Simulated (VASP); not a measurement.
Runs of VASP 6.6.1 on KTaO3. The structure is that of space group P4/mmm (No. 123), or close to it. The cells are those of the table. 

```tsv
potentials or basis	cell	cutoff (eV)	second run	gap on the mesh (eV)	pressure (GPa)
VASP PAW PBE potentials, release 64 (K_sv, Ta_pv, O)	a = 4.477, b = 4.477, c = 3.165 Å, 5 atoms	520	-	0.92	57.4
VASP PAW PBE potentials, release 64 (K_sv, Ta_sv_GW, O)	a = 4.604, b = 4.604, c = 2.993 Å, 5 atoms	660	valence_matched	none	(d)
VASP PAW PBE potentials, release 64 (K_sv, Ta_pv, O)	a = 3.484, b = 3.484, c = 5.226 Å, 5 atoms	520	-	0.99	60.2
VASP PAW PBE potentials, release 64 (K_sv, Ta_pv, O)	a = 3.864, b = 3.864, c = 4.250 Å, 5 atoms	520	-	2.44	4.7
VASP PAW PBE potentials, release 64 (K_sv, Ta_pv, O)	a = 4.101, b = 4.101, c = 3.773 Å, 5 atoms	520	-	2.42	(b)
VASP PAW PBE potentials, release 64 (K_sv, Ta_pv, O)	a = 4.210, b = 4.210, c = 3.579 Å, 5 atoms	520	-	(a)	12.4
VASP PAW PBE potentials, release 64 (K_sv, Ta_pv, O)	a = 4.333, b = 4.333, c = 3.379 Å, 5 atoms	520	-	2.00	28.5
VASP PAW PBE potentials, release 64 (K_sv, Ta_pv, O)	a = 3.753, b = 3.753, c = 4.504 Å, 5 atoms	520	-	2.19	(c)
```

Alike in all rows: task single point; level r2SCAN; no spin polarisation; k mesh 6 × 6 × 6; smearing gaussian 0.05 eV.

**Question.** Fill in the values left out.

**Answer.** (a) 2.23; (b) 4.1; (c) 13.7; (d) 82.2.

Caveats: the PAW data sets were made with another functional, which shifts forces and pressure a little; spin-orbit coupling is left out, which moves the levels of the heavy elements.

A k mesh can miss the band edges, and the runs leave out spin-orbit coupling on Ta.

A gap of «none» marks levels without a gap at the run's occupations.

The runs don't all hold the same shells in valence.
